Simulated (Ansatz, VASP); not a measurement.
# P in VASP and in Ansatz

INCAR

```
  PREC = Accurate
  ENCUT = 520
  EDIFF = 1E-6
  ISMEAR = -1
  SIGMA = 0.1
  LREAL = False
  LASPH = True
  NELM = 60
  ALGO = Normal
  ISIF = 2
  LWAVE = False
  LCHARG = True
  LELF = True
  LVHAR = True
  NBANDS = 14
```

KPOINTS

```
Automatic mesh
0
Gamma
  9 9 14
```

The input POSCAR:

```
P
1.0
    4.5473023874      0.0000000000      0.0000000000
   -2.2736511937      3.9380793861      0.0000000000
    0.0000000000      0.0000000000      2.5723719553
P
3
Direct
    0.0000000000      0.0000000000      0.0000000000
    0.3333333333      0.6666666667      0.5000000000
    0.6666666667      0.3333333333      0.5000000000
```

Input for Ansatz:

```yaml
crystal:
  lattice:
    - [4.5473023874, 0.0, 0.0]
    - [-2.2736511937, 3.9380793861, 0.0]
    - [0.0, 0.0, 2.5723719553]
  atoms:
    - { symbol: P, position: [0.0, 0.0, 0.0] }
    - { symbol: P, position: [0.3333333333, 0.6666666667, 0.5] }
    - { symbol: P, position: [0.6666666667, 0.3333333333, 0.5] }
hamiltonian:
  xc: lda
  pseudopotentials:
    kind: paw
    azcp:
      P: "pseudopotentials/P.paw.azcp"
basis:
  ecutwfc: 420
  fft_grid_basis: typed
kpoints:
  mp_grid: { grid: [9, 9, 14], shift: [0, 0, 0] }
magnetization:
  spin_polarized: false
scf:
  occupations: { method: fermi_dirac, width: 0.1 }
  lower_state_search: "off"
output:
  stress: true
  write_density: true
  write_potential: true
  elf: true
  volumetric_format: npy
```

Alike in both runs: task single point; functional LDA; k mesh 9 × 9 × 14; occupations fermi-dirac, width 0.1 eV; no spin polarisation.

```csv
,VASP,Ansatz
version,VASP 6.6.1,Ansatz 0.2.0
potentials or method,"VASP PAW LDA potentials, release 64 (P), cutoff 520 eV","plane waves (420 eV) with PAW, scalar-relativistic"
valence electrons in the cell,15,15
```

VASP gave:

| Property | Result |
| --- | --- |
| pressure (GPa) | -10.0 |
| traceless stress, the component that is largest in VASP (GPa) | -1.28 |

What did Ansatz give for the same quantities?

Pressure (GPa): -9.9; traceless stress, the component that is largest in VASP (GPa): -1.27.

Ansatz warns that its potentials were made for another functional, while VASP's fit it. LDA's correlation is that of Perdew and Zunger in VASP and of Perdew and Wang (1992) in Ansatz.
